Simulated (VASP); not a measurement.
A run of VASP 6.6.1:

The input INCAR:

```
SYSTEM = MoS2
PREC = Accurate ; ENCUT = 520
EDIFF = 1E-6 ; ISMEAR = 0
SIGMA = 0.05 ; LREAL = .FALSE.
LASPH = .TRUE. ; NELM = 60
ALGO = Normal ; ISIF = 2
LWAVE = .FALSE. ; LCHARG = .FALSE.
GGA = PS ; NBANDS = 35
```

The input KPOINTS:

```
regular mesh
0
G
  10 10 2
  0 0 0
```

File POSCAR:

```
MoS2
1.0
   -3.1414322132      0.0000000000      0.0000000000
   -1.5707161066     -2.7205601009      0.0000000000
   -1.1780370800     -0.6801400252     12.5788195080
Mo S
2 4
Direct
    0.2708333333      0.2708333333      0.2500000000
    0.4791666667      0.4791666667      0.7500000000
    0.1768198728      0.1768198728      0.6260538420
    0.6351532062      0.6351532062      0.1260538420
    0.1148467938      0.1148467938      0.8739461580
    0.5731801272      0.5731801272      0.3739461580
```

Potentials or basis: VASP PAW PBE potentials, release 64 (Mo_sv, S).

Command:

```console
$ cat potpaw_PBE.64/Mo_sv/POTCAR potpaw_PBE.64/S/POTCAR > POTCAR
$ mpirun -np 1 vasp_std > vasp.out
```

Hardware: 1 thread of Intel Xeon 8259CL, on a shared host.

How long does it take, and how much memory?

It took 4.4 min on 1 thread of Intel Xeon 8259CL (shared host), peak memory 0.34 GiB. Counts: scf iterations 15, k points 62.
